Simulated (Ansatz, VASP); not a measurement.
# Two plane-wave programs on SnSe

Contents of INCAR:

```
SYSTEM = SnSe
PREC = Accurate
ENCUT = 520
EDIFF = 1E-6
ISMEAR = 0
SIGMA = 0.03
LREAL = .FALSE.
LASPH = .TRUE.
NELM = 60
ALGO = Normal
ISIF = 2
LWAVE = .FALSE.
LCHARG = .FALSE.
GGA = PE
IVDW = 12
NBANDS = 28
```

The input KPOINTS:

```
Automatic mesh
0
G
  8 8 6
  0 0 0
```

POSCAR

```
SnSe
1.0
    4.2220108060      0.0000000000      0.0000000000
    0.0000000000      4.2220108060      0.0000000000
    0.0000000000      0.0000000000      5.1113000000
Sn Se
2 2
Direct
    0.5000000000      0.0000000000      0.2500887432
    0.0000000000      0.5000000000      0.7499112568
    0.5000000000      0.0000000000      0.7499352227
    0.0000000000      0.5000000000      0.2500647773
```

Input for Ansatz:

```yaml
crystal:
  lattice:
    - [4.222010806, 0.0, 0.0]
    - [0.0, 4.222010806, 0.0]
    - [0.0, 0.0, 5.1113]
  atoms:
    - { symbol: Sn, position: [0.5, 0.0, 0.2500887432] }
    - { symbol: Sn, position: [0.0, 0.5, 0.7499112568] }
    - { symbol: Se, position: [0.5, 0.0, 0.7499352227] }
    - { symbol: Se, position: [0.0, 0.5, 0.2500647773] }
basis:
  ecutwfc: 420
kpoints:
  mp_grid: { grid: [8, 8, 6] }
hamiltonian:
  xc: pbe
  dispersion: d3bj
scf:
  occupations: { method: gaussian, width: 0.03 }
output:
  forces: true
  stress: true
  eigenvalues: true
```

Alike in both runs: task single point; functional PBE; dispersion D3(BJ); k mesh 8 × 8 × 6; occupations gaussian, width 0.03 eV; no spin polarisation.

```csv
,VASP,Ansatz
version,VASP 6.6.1,Ansatz 0.2.0
potentials or method,"VASP PAW PBE potentials, release 64 (Sn_d, Se), cutoff 520 eV","scalar-relativistic, plane waves, PAW"
valence electrons in the cell,40,60
```

VASP gave:

| Property | Result |
| --- | --- |
| gap on the k mesh at the Fermi level (eV) | none |
| pressure (GPa) | 16.0 |
| traceless stress, the component that is largest in VASP (GPa) | 25.46 |
| rms of the force components (eV/Å) | 0.007 |

**Question.** Estimate Ansatz's values.

**Answer.** gap on the k mesh at the Fermi level (eV): none; pressure (GPa): 16.0; traceless stress, the component that is largest in VASP (GPa): 25.44; rms of the force components (eV/Å): 0.007.

Atom by atom the forces differ by 0.000 eV/Å (rms over components). A gap of «none» marks a metal or a gap that the smearing closes. VASP's potentials hold 40 valence electrons a cell and Ansatz's 60, so a difference there can come from the potentials and not from the codes.
